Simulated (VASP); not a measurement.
Here is a VASP 6.6.1 calculation.

INCAR

```
SYSTEM = MgO
ALGO = Normal ; DIPOL = 0.5 0.5 0.500
EDIFF = 1E-6 ; ENCUT = 520
GGA = PE ; IDIPOL = 3
ISIF = 2 ; ISMEAR = -1
LASPH = .TRUE. ; LCHARG = .FALSE.
LDIPOL = .TRUE. ; LREAL = .FALSE.
LWAVE = .FALSE. ; NBANDS = 16
NELM = 60 ; PREC = Accurate
SIGMA = 0.02
```

KPOINTS

```
k-points
0
G
  10 10 1
  0 0 0
```

POSCAR

```
MgO
1.0
    3.0079491106      0.0000000000      0.0000000000
    0.0000000000      3.0079491106      0.0000000000
    0.0000000000      0.0000000000     18.1269000000
Mg O
2 2
Direct
    0.0000000000      0.0000000000      0.4413319097
    0.5000000000      0.5000000000      0.5586680903
    0.5000000000      0.5000000000      0.4413319097
    0.0000000000      0.0000000000      0.5586680903
```

Potentials or basis: VASP PAW PBE potentials, release 64 (Mg, O).

Command:

```console
$ cat potpaw_PBE.64/Mg/POTCAR potpaw_PBE.64/O/POTCAR > POTCAR
$ mpirun -np 1 vasp_std > vasp.out
```

(1) Estimate the band gap on the k mesh.

(2) What does it give for the largest force?

Results:

(1) 3.04 eV.

(2) 0.466 eV/Å.
